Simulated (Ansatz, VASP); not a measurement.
## Two plane-wave programs on Zr

INCAR

```
  PREC = Accurate
  ENCUT = 520
  EDIFF = 1E-6
  ISMEAR = 0
  SIGMA = 0.15
  LREAL = F
  LASPH = T
  NELM = 80
  ALGO = Fast
  ISIF = 2
  LWAVE = F
  LCHARG = F
  GGA = PE
  NBANDS = 19
```

The input KPOINTS:

```
Automatic mesh
0
Gamma
  18 18 10
```

File POSCAR:

```
Zr
1.0
    3.2319982225      0.0000000000      0.0000000000
   -1.6159991112      2.7989925657      0.0000000000
    0.0000000000      0.0000000000      5.1470000000
Zr
2
Direct
    0.2797426229      0.5594852459      0.2500000000
    0.6666666667      0.3333333333      0.7500000000
```

Input for Ansatz:

```yaml
crystal:
  lattice:
    - [3.2319982225, 0.0, 0.0]
    - [-1.6159991112, 2.7989925657, 0.0]
    - [0.0, 0.0, 5.147]
  atoms:
    - { symbol: Zr, position: [0.2797426229, 0.5594852459, 0.25] }
    - { symbol: Zr, position: [0.6666666667, 0.3333333333, 0.75] }
basis:
  ecutwfc: 420
kpoints:
  mp_grid: { grid: [18, 18, 10] }
hamiltonian:
  xc: pbe
scf:
  occupations: { method: gaussian, width: 0.15 }
output:
  forces: true
  stress: true
  eigenvalues: true
```

Alike in both runs: task single point; functional PBE; k mesh 18 × 18 × 10; occupations gaussian, width 0.15 eV; no spin polarisation.

```csv
,VASP,Ansatz
version,VASP 6.6.1,Ansatz 0.2.0
potentials or method,"VASP PAW PBE potentials, release 64 (Zr_sv), cutoff 520 eV","scalar-relativistic, plane waves, PAW"
valence electrons in the cell,24,24
```

```csv
,VASP,Ansatz,Ansatz less VASP
gap on the k mesh at the Fermi level (eV),none,none,-
pressure (GPa),0.1,0.1,-0.02
"traceless stress, the component that is largest in VASP (GPa)",-1.73,-1.72,+0.004
rms of the force components (eV/Å),0.127,0.126,-0.0009
```

Atom by atom the forces differ by 0.001 eV/Å (rms over components). A gap of «none» marks a metal or a gap that the smearing closes.
